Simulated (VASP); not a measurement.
# Ge (Fd-3m) in VASP: further runs

Ge is run at these levels: PBEsol; tasks: single point.

All numbers are computed with VASP 6.6.1; they aren't measurements. Logs are shortened: lines on timing, memory, paths and dates and some standing lists are left out, and cuts for length are marked.

## (1) The cell of the first run

Symmetry: Fd-3m, No. 227, cubic system. Conventional cell: a = 5.619 Å, b = 5.619 Å, c = 5.619 Å, α = 90.00°, β = 90.00°, γ = 90.00°. Within 3.2 Å of Ge (site symmetry -43m) lie 4 Ge at 2.43 Å.

## (2) Single point, PBEsol

Input file INCAR:

```
ALGO     = Normal         # electronic algorithm
EDIFF    = 1E-6           # SCF threshold, eV
ENCUT    = 500            # plane-wave cutoff, eV
GGA      = PS             # functional
GGA_COMPAT= F            
ISIF     = 2              # what is computed and relaxed
ISMEAR   = 0              # smearing method
LASPH    = T              # aspherical terms in the spheres
LCHARG   = F              # write CHGCAR
LREAL    = F              # projectors in reciprocal space
LWAVE    = F              # write WAVECAR
NBANDS   = 21             # bands
NELM     = 120            # most SCF steps
PREC     = Accurate       # precision mode
SIGMA    = 0.01           # smearing width, eV
```

Input file KPOINTS:

```
k-points
0
Gamma
  4 4 4
```

Input file POSCAR:

```
Ge
1.0
    0.0000000000      2.8094867369      2.8094867369
    2.8094867369      0.0000000000      2.8094867369
    2.8094867369      2.8094867369      0.0000000000
Ge
2
Direct
    0.0000000000      0.0000000000      0.0000000000
    0.2500000000      0.2500000000      0.2500000000
```

Potentials or basis: VASP PAW PBE potentials, release 64 (Ge_d).

The run is started by

```
cat potpaw_PBE.64/Ge_d/POTCAR > POTCAR
mpirun -np 1 vasp_std > vasp.out
```

OUTCAR:

```text
EDIFF = 1E-6
   ENCUT = 500
   GGA = PS
   ISIF = 2
   ISMEAR = 0
   LASPH = T
   LREAL = F
   NELM = 120
   PREC = Accurate

 ion  position               nearest neighbor table
   1  0.000  0.000  0.000-   2 2.43   2 2.43   2 2.43   2 2.43
   2  0.250  0.250  0.250-   1 2.43   1 2.43   1 2.43   1 2.43

  LATTYP: Found a face centered cubic cell.
 ALAT       =     5.6189734738

  Lattice vectors:

 A1 = (   0.0000000000,   2.8094867369,   2.8094867369)
 A2 = (   2.8094867369,   0.0000000000,   2.8094867369)
 A3 = (   2.8094867369,   2.8094867369,   0.0000000000)

Analysis of symmetry for initial positions (statically):
=====================================================================
 Subroutine PRICEL returns:
 Original cell was already a primitive cell.

 Routine SETGRP: Setting up the symmetry group for a
 face centered cubic supercell.

 Subroutine GETGRP returns: Found 48 space group operations
 (whereof 24 operations were pure point group operations)
 out of a pool of 48 trial point group operations.

The static configuration has the point symmetry T_d .
 The point group associated with its full space group is O_h .

Analysis of symmetry for dynamics (positions and initial velocities):
=====================================================================
 Subroutine PRICEL returns:
 Original cell was already a primitive cell.

 Routine SETGRP: Setting up the symmetry group for a
 face centered cubic supercell.

 Subroutine GETGRP returns: Found 48 space group operations
 (whereof 24 operations were pure point group operations)
 out of a pool of 48 trial point group operations.

The dynamic configuration has the point symmetry T_d .
 The point group associated with its full space group is O_h .

 Subroutine INISYM returns: Found 48 space group operations
 (whereof 24 operations are pure point group operations),
 and found     1 'primitive' translations

----------------------------------------------------------------------------------------

                                     Primitive cell

  volume of cell :      44.3518

  direct lattice vectors                    reciprocal lattice vectors
     0.000000000  2.809486737  2.809486737    -0.177968450  0.177968450  0.177968450
     2.809486737  0.000000000  2.809486737     0.177968450 -0.177968450  0.177968450
     2.809486737  2.809486737  0.000000000     0.177968450  0.177968450 -0.177968450

  length of vectors
     3.973214247  3.973214247  3.973214247     0.308250398  0.308250398  0.308250398

  position of ions in fractional coordinates (direct lattice)
     0.000000000  0.000000000  0.000000000
     0.250000000  0.250000000  0.250000000

  ion indices of the primitive-cell ions
   primitive index   ion index
                 1           1
                 2           2

----------------------------------------------------------------------------------------

 KPOINTS: k-points

Automatic generation of k-mesh.
 Grid dimensions read from file:
 generate k-points for:    4    4    4

 Generating k-lattice:

  Cartesian coordinates                     Fractional coordinates (reciprocal lattice)
    -0.044492113  0.044492113  0.044492113     0.250000000  0.000000000  0.000000000
     0.044492113 -0.044492113  0.044492113     0.000000000  0.250000000  0.000000000
     0.044492113  0.044492113 -0.044492113     0.000000000  0.000000000  0.250000000

  Length of vectors
     0.077062599  0.077062599  0.077062599

  Shift w.r.t. Gamma in fractional coordinates (k-lattice)
     0.000000000  0.000000000  0.000000000

 Subroutine IBZKPT returns following result:
 ===========================================

 Found      8 irreducible k-points:

 Following reciprocal coordinates:
            Coordinates               Weight
  0.000000  0.000000  0.000000      1.000000
  0.250000  0.000000  0.000000      8.000000
  0.500000  0.000000  0.000000      4.000000
  0.250000  0.250000  0.000000      6.000000
  0.500000  0.250000  0.000000     24.000000
 -0.250000  0.250000  0.000000     12.000000
  0.500000  0.500000  0.000000      3.000000
 -0.250000  0.500000  0.250000      6.000000
   k-points           NKPTS =      8   k-points in BZ     NKDIM =      8   number of bands    NBANDS=     21
   number of dos      NEDOS =    301   number of ions     NIONS =      2
   total plane-waves  NPLWV =  27000
   dimension x,y,z NGX =    30 NGY =   30 NGZ =   30
   dimension x,y,z NGXF=    60 NGYF=   60 NGZF=   60
   ions per type =               2
   NGX,Y,Z   is equivalent  to a cutoff of  12.55, 12.55, 12.55 a.u.
   NGXF,Y,Z  is equivalent  to a cutoff of  25.11, 25.11, 25.11 a.u.
 SYSTEM =  unknown system
   PREC   = accura    normal or accurate (medium, high low for compatibility)
   ISTART =      0    job   : 0-new  1-cont  2-samecut
   ICHARG =      2    charge: 1-file 2-atom 10-const
   ISPIN  =      1    spin polarized calculation?
   LNONCOLLINEAR =      F non collinear calculations
   LSORBIT =      F    spin-orbit coupling
   LASPH  =      T    aspherical Exc in radial PAW
   ENCUT  =  500.0 eV  36.75 Ry    6.06 a.u.   7.24  7.24  7.24*2*pi/ulx,y,z
   NELM   =    120;   NELMIN=  2; NELMDL= -5     # of ELM steps
   EDIFF  = 0.1E-05   stopping-criterion for ELM
   LREAL  =      F    real-space projection
   EDIFFG = 0.1E-04   stopping-criterion for IOM
   NSW    =      0    number of steps for IOM
   IBRION =     -1    ionic relax: 0-MD 1-quasi-New 2-CG
   NFREE  =      0    steps in history (QN), initial steepest desc. (CG)
   ISIF   =      2    stress and relaxation
   ISYM   =      2    0-nonsym 1-usesym 2-fastsym
   POTIM  = 0.5000    time-step for ionic-motion
   TEBEG  =    0.0;   TEEND  =   0.0 temperature during run
   PSTRESS=    0.0 pullay stress
   NELECT =      28.0000    total number of electrons
   NUPDOWN=      -1.0000    fix difference up-down
   EMIN   =  10.00;   EMAX   =-10.00  energy-range for DOS
   EFERMI =   0.00;   METHOD = LEGACY
   ISMEAR =     0;   SIGMA  =   0.01  broadening in eV -4-tet -1-fermi 0-gaus
   EFERMI_NEDOS =   21; number of points for ismear=-14 and -15
   IALGO  =     38    algorithm
   IMIX   =      4    mixing-type and parameters
     AMIX     =   0.40;   BMIX     =  1.00
     AMIX_MAG =   1.60;   BMIX_MAG =  1.00
  volume/ion in A,a.u.               =      22.18       149.65
  Fermi-wavevector in a.u.,A,eV,Ry     =   1.404399  2.653929 26.835269  1.972337
  Thomas-Fermi vector in A             =   2.526965
   LORBIT       =      0    0 simple, 1 ext, 2 COOP (PROOUT), +10 PAW based schemes
   GGA     = PS    functional components
   LHFCALC =     F    Hartree Fock is set to
   AEXX    =    0.0000 exact exchange contribution
   IVDW    =     0    specifies the selected vdW correction
   LEPSILON=     F    determine dielectric tensor
   LRPA    =     F    only Hartree local field effects (RPA)
 non-spin polarized calculation
 Gauss-broadening in eV      SIGMA  =   0.01
  energy-cutoff  :      500.00
  volume of cell :       44.35
 maximum number of plane-waves:      1158
 NGX is ok and might be reduce to    30
   NGX = 15   NGY = 15   NGZ = 15

 number of electron      28.0000033 magnetization

 Free energy of the ion-electron system (eV)
  ---------------------------------------------------
  ext. energy  EPLUGINS =         0.00000000
  ---------------------------------------------------
  free energy    TOTEN  =        -9.59488036 eV

  energy without entropy =       -9.59488036  energy(sigma->0) =       -9.59488036

 E-fermi :   5.2375     XC(G=0): -10.1979

 val. band max:        5.1112736906   @ k =   0.0000   0.0000   0.0000
 cond. band min:       5.2890418063   @ k =   0.5000   0.0000   0.0000
 fundamental gap:      0.1777681157
 Fermi energy:         5.2374777621

 k-point     1 :       0.0000    0.0000    0.0000
  band No.  band energies     occupation
      1     -19.6749      2.00000
      2     -19.6749      2.00000
      3     -19.6749      2.00000
      4     -19.6376      2.00000
      5     -19.6376      2.00000
      6     -19.4135      2.00000
[... 13 lines left out ...]
     20      14.6220      0.00000
     21      14.6220      0.00000

 k-point     2 :       0.2500    0.0000    0.0000
  band No.  band energies     occupation
      1     -19.6943      2.00000
      2     -19.6943      2.00000
      3     -19.6658      2.00000
      4     -19.6070      2.00000
      5     -19.6070      2.00000
      6     -19.4403      2.00000
[... 13 lines left out ...]
     20      13.4021      0.00000
     21      13.4021      0.00000

 k-point     3 :       0.5000    0.0000    0.0000
  band No.  band energies     occupation
      1     -19.7008      2.00000
      2     -19.7008      2.00000
      3     -19.6565      2.00000
      4     -19.5932      2.00000
      5     -19.5932      2.00000
      6     -19.4494      2.00000
[... 13 lines left out ...]
     20      16.3678      0.00000
     21      16.3770      0.00000

 k-point     4 :       0.2500    0.2500    0.0000
  band No.  band energies     occupation
      1     -19.6941      2.00000
      2     -19.6941      2.00000
      3     -19.6825      2.00000
      4     -19.6010      2.00000
      5     -19.5635      2.00000
      6     -19.5062      2.00000
[... 13 lines left out ...]
     20      15.2161      0.00000
     21      15.6973      0.00000

 k-point     5 :       0.5000    0.2500    0.0000
  band No.  band energies     occupation
      1     -19.7233      2.00000
      2     -19.7071      2.00000
      3     -19.6358      2.00000
      4     -19.5640      2.00000
      5     -19.5433      2.00000
      6     -19.5234      2.00000
[... 13 lines left out ...]
     20      16.5319      0.00000
     21      16.9420      0.00000

 k-point     6 :      -0.2500    0.2500    0.0000
  band No.  band energies     occupation
      1     -19.7181      2.00000
      2     -19.7104      2.00000
      3     -19.6286      2.00000
      4     -19.5905      2.00000
      5     -19.5609      2.00000
      6     -19.4844      2.00000
[... 13 lines left out ...]
     20      14.5936      0.00000
     21      17.0839      0.00000

 k-point     7 :       0.5000    0.5000    0.0000
  band No.  band energies     occupation
      1     -19.7106      2.00000
      2     -19.7106      2.00000
      3     -19.6213      2.00000
      4     -19.6213      2.00000
      5     -19.5149      2.00000
      6     -19.5149      2.00000
[... 13 lines left out ...]
     20      16.8352      0.00000
     21      18.0096      0.00000

 k-point     8 :      -0.2500    0.5000    0.2500
  band No.  band energies     occupation
      1     -19.7256      2.00000
      2     -19.7256      2.00000
      3     -19.5757      2.00000
      4     -19.5757      2.00000
      5     -19.5235      2.00000
      6     -19.5235      2.00000
[... 13 lines left out ...]
     20      16.2624      0.00000
     21      18.1786      0.00000

------------------------ aborting loop because EDIFF is reached ----------------------------------------

  FORCE on cell =-STRESS in cart. coord.  units (eV):
  Direction    XX          YY          ZZ          XY          YZ          ZX
  --------------------------------------------------------------------------------------
  -------------------------------------------------------------------------------------
  Total        0.5616274      0.5616274      0.5616274      0.0000000      0.0000000     -0.0000000
  in kB       20.2884067     20.2884067     20.2884067      0.0000000      0.0000000     -0.0000000
  external PRESSURE =      20.2884067 kB  Pullay stress =       0.0000000 kB

 VOLUME and BASIS-vectors are now :
 -----------------------------------------------------------------------------
  energy-cutoff  :      500.00
  volume of cell :       44.35
      direct lattice vectors                 reciprocal lattice vectors
     0.000000000  2.809486737  2.809486737    -0.177968450  0.177968450  0.177968450
     2.809486737  0.000000000  2.809486737     0.177968450 -0.177968450  0.177968450
     2.809486737  2.809486737  0.000000000     0.177968450  0.177968450 -0.177968450

 POSITION                                       TOTAL-FORCE (eV/Angst)
 -----------------------------------------------------------------------------------
      0.00000      0.00000      0.00000         0.000000      0.000000      0.000000
      1.40474      1.40474      1.40474        -0.000000     -0.000000     -0.000000
 -----------------------------------------------------------------------------------
    total drift:                                0.000000     -0.000000      0.000000

  FREE ENERGIE OF THE ION-ELECTRON SYSTEM (eV)
  ---------------------------------------------------
  free  energy   TOTEN  =        -9.5948803574 eV

  energy  without entropy=       -9.5948803574  energy(sigma->0) =       -9.59488036
```

Wall time 22 s (1 thread of Intel Xeon 8259CL, shared host); peak memory 0.16 GiB.

What came out:

```yaml
Free_energy: -9.5949 eV
Pressure: 2.0 GPa
Band_gap_on_the_k_mesh: 0.18 eV, indirect (least direct gap 0.18 eV)
```

Caveat: the k points lie up to 0.48 Å⁻¹ apart; the PAW data sets were made with another functional, which shifts forces and pressure a little.

## (3) Single point, PBEsol

Input file INCAR:

```
SYSTEM = Ge
PREC = Accurate
ENCUT = 500
EDIFF = 1E-6
ISMEAR = 0
SIGMA = 0.01
LREAL = .False.
LASPH = .True.
NELM = 120
ALGO = Normal
ISIF = 2
LWAVE = .False.
LCHARG = .False.
GGA = PS
NBANDS = 21
GGA_COMPAT = .False.
```

Input file KPOINTS:

```
regular mesh
0
Gamma
  4 4 4
  0 0 0
```

POSCAR is that of step 2.

Potentials or basis: VASP PAW PBE potentials, release 64 (Ge_d).

The run is started by

```
cat potpaw_PBE.64/Ge_d/POTCAR > POTCAR
mpirun -np 1 vasp_std > vasp.out
```

Wall time 19 s (1 thread of Intel Xeon 8259CL, shared host); peak memory 0.16 GiB.

It converged, with:

```
Free energy            : -9.5949 eV
Pressure               : 2.0 GPa
Band gap on the k mesh : 0.18 eV, indirect (least direct gap 0.18 eV)
```

Levels at points of the mesh, in eV from the valence-band top:
```csv
k point,band 12,band 13,band 14,band 15,band 16,band 17
"(0.00, 0.00, 0.00)",0.00,0.00,0.00,0.18,2.52,2.52
"(0.50, 0.00, 0.00)",-7.73,-1.45,-1.45,0.18,3.70,3.70
"(0.50, 0.50, 0.00)",-8.98,-3.17,-3.17,0.62,0.62,9.65
```

Caveat: the k points lie up to 0.48 Å⁻¹ apart; the PAW data sets were made with another functional, which shifts forces and pressure a little.
